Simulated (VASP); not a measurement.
Set up this calculation in VASP 6.6.1, as the native input.

```yaml
Task: single point
Functional: PBEsol
Potentials_or_basis: VASP PAW PBE potentials, release 64 (Sr_sv)
Cutoff: 520 eV
k_mesh: 12 × 12 × 12
Occupations: gaussian, width 0.1 eV
Spin: no spin polarisation
Dipole_correction: no
Further_INCAR_settings: ALGO = Normal; EDIFF = 1e-07; NBANDS = 11
```

The structure of Sr lies in POSCAR:

```
Sr
1.0
    0.0000000000      3.0423500000      3.0423500000
    3.0423500000      0.0000000000      3.0423500000
    3.0423500000      3.0423500000      0.0000000000
Sr
1
Direct
    0.0000000000      0.0000000000      0.0000000000
```

One way to write it, as run:

INCAR

```
SYSTEM = Sr
PREC = Accurate
ENCUT = 520
EDIFF = 1E-7
ISMEAR = 0
SIGMA = 0.1
LREAL = .False.
LASPH = .True.
NELM = 80
ALGO = Normal
ISIF = 2
LWAVE = .False.
LCHARG = .True.
GGA = PS
LELF = .True.
LVHAR = .True.
NBANDS = 11
```

KPOINTS

```
regular mesh
0
Gamma
  12 12 12
  0 0 0
```

Potentials or basis: VASP PAW PBE potentials, release 64 (Sr_sv).

Launch:

```sh
$ cat potpaw_PBE.64/Sr_sv/POTCAR > POTCAR
$ mpirun -np 1 vasp_std > vasp.out
```

Results of the run:

```yaml
Pressure: -0.9 GPa
Band_gap_on_the_k_mesh: zero (band 5 reaches 1.50 eV, above the bottom of band 6 at 1.43 eV)
```

Caveat: the PAW data sets were made with another functional, which shifts forces and pressure a little.

Wall time 16 s on 1 thread of AMD EPYC 9R45 96-Core Processor (Zen 5) (shared host), peak memory 0.17 GiB.
